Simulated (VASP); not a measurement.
**Ti: single point with PBE**

Crystal: Ti.

```
Ti
1.0
     2.93573    0.00000    0.00000
    -1.46787    2.54242    0.00000
     0.00000    0.00000    4.64086
Ti
2
Direct
  0.33333 0.66667 0.25000
  0.66667 0.33333 0.75000
```

- Program: VASP 6.6.1
- Task: single point
- Functional: PBE
- Potentials or basis: VASP PAW PBE potentials, release 64 (Ti_sv)
- Cutoff: 520 eV
- k mesh: 9 × 9 × 4
- Occupations: gaussian, width 0.1 eV
- Spin: no spin polarisation
- Dipole correction: no
- Further INCAR settings: ALGO = Normal; EDIFF = 1e-06; NBANDS = 19

```json
{"Pressure": "0.1 GPa", "Band gap on the k mesh": "zero (band 12 reaches 9.14 eV, above the bottom of band 13 at 8.15 eV)"}
```

Stress tensor (GPa, compression positive):
```
 0.35  0.00  0.00
 0.00  0.35  0.00
 0.00  0.00 -0.39
```

Levels at points of the mesh, in eV from the Fermi level:
```csv
k point,band 8,band 9,band 10,band 11,band 12,band 13,band 14,band 15,band 16,band 17
"(0.00, 0.00, 0.00)",-32.67,-6.19,-2.67,0.80,0.80,0.82,0.93,1.30,1.30,1.65
"(0.00, 0.00, 0.50)",-32.72,-4.32,-4.32,0.12,0.12,0.70,0.70,0.70,0.70,2.84
```

Run time: 16 s on 1 thread of AMD EPYC 7R13 Processor (Zen 3), with other jobs on the host, peak memory 0.13 GiB.
